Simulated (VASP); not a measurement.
Set up this calculation in VASP 6.6.1, as the native input.

```yaml
Task: single point
Functional: PBE
Potentials_or_basis: VASP PAW PBE potentials, release 64 (Ti_sv, C)
Cutoff: 520 eV
k_mesh: 14 × 14 × 14
Occupations: gaussian, width 0.1 eV
Spin: no spin polarisation
Dipole_correction: no
Further_INCAR_settings: ALGO = Normal; EDIFF = 1e-06; NBANDS = 15
```

The structure of TiC lies in POSCAR:

```
TiC
1.0
    0.0000000000      2.1640000000      2.1640000000
    2.1640000000      0.0000000000      2.1640000000
    2.1640000000      2.1640000000      0.0000000000
Ti C
1 1
Direct
    0.0000000000      0.0000000000      0.0000000000
    0.4800046211      0.4975600739      0.5567560074
```

This cell differs from its parent crystal: one atom moved.

One way to write it, as run:

INCAR

```
SYSTEM = TiC
  PREC = Accurate
  ENCUT = 520
  EDIFF = 1E-6
  ISMEAR = 0
  SIGMA = 0.1
  LREAL = .FALSE.
  LASPH = .TRUE.
  NELM = 60
  ALGO = Normal
  ISIF = 2
  LWAVE = .FALSE.
  LCHARG = .FALSE.
  GGA = PE
  NBANDS = 15
```

KPOINTS

```
regular mesh
0
G
  14 14 14
  0 0 0
```

Potentials or basis: VASP PAW PBE potentials, release 64 (Ti_sv, C).

The run is started by

```sh
$ cat potpaw_PBE.64/Ti_sv/POTCAR potpaw_PBE.64/C/POTCAR > POTCAR
$ mpirun -np 1 vasp_std > vasp.out
```

Results of the run:

| Property | Result |
| --- | --- |
| Pressure | 3.7 GPa |
| Largest force | 1.278 eV/Å |
| Band gap on the k mesh | zero (bands 8 and 9 overlap by 0.56 eV) |

Caveat: the cell differs from its parent crystal (one atom moved); the cell stands under pressure; forces of over 1 eV/Å act on the atoms, so gaps and moduli don't describe the material at rest.

It took 2.6 min on 1 thread of Intel(R) Xeon(R) 6975P-C (Granite Rapids), on a shared host, peak memory 0.51 GiB.
